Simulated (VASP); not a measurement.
Crystal: AgI.

```
Ag I
1.0
     0.00000    3.31449    3.31449
     3.31449    0.00000    3.31449
     3.31449    3.31449    0.00000
Ag I
1 1
Cartesian
  0.0000 0.0000 0.0000
  4.9717 4.9717 4.9717
```

| Property | Result |
| --- | --- |
| Program | VASP 6.6.1 |
| Task | relaxation of cell and atoms |
| Functional | LDA |
| Potentials or basis | VASP PAW LDA potentials, release 64 (Ag, I) |
| Cutoff | 500 eV |
| k mesh | 6 × 6 × 6 |
| Occupations | fermi-dirac, width 0.02 eV |
| Spin | no spin polarisation |

At the start: pressure -3.8 GPa; volume 36.41 Å³/atom.

Problem. How do energy, volume and symmetry change on relaxing?

Solution. Over 4 steps the energy falls by 60.1 meV/atom and the volume is 31.98 Å³/atom (-12.2 %); space group F-43m (No. 216, to 0.1 Å) before and after.

Step by step:
```csv
step,energy change (eV),largest force (eV/Å),pressure (GPa),volume (Å³)
1,0.0000,0.0000,-3.78,72.83
2,-0.1201,0.0000,-0.11,64.14
3,-0.1202,0.0000,-0.04,63.97
4,-0.1202,0.0000,0.00,63.97
```

Final structure:
```
Ag I
1.0
     0.00000    3.17427    3.17427
     3.17427    0.00000    3.17427
     3.17427    3.17427    0.00000
Ag I
1 1
Direct
  0.00000 0.00000 0.00000
  0.75000 0.75000 0.75000
```
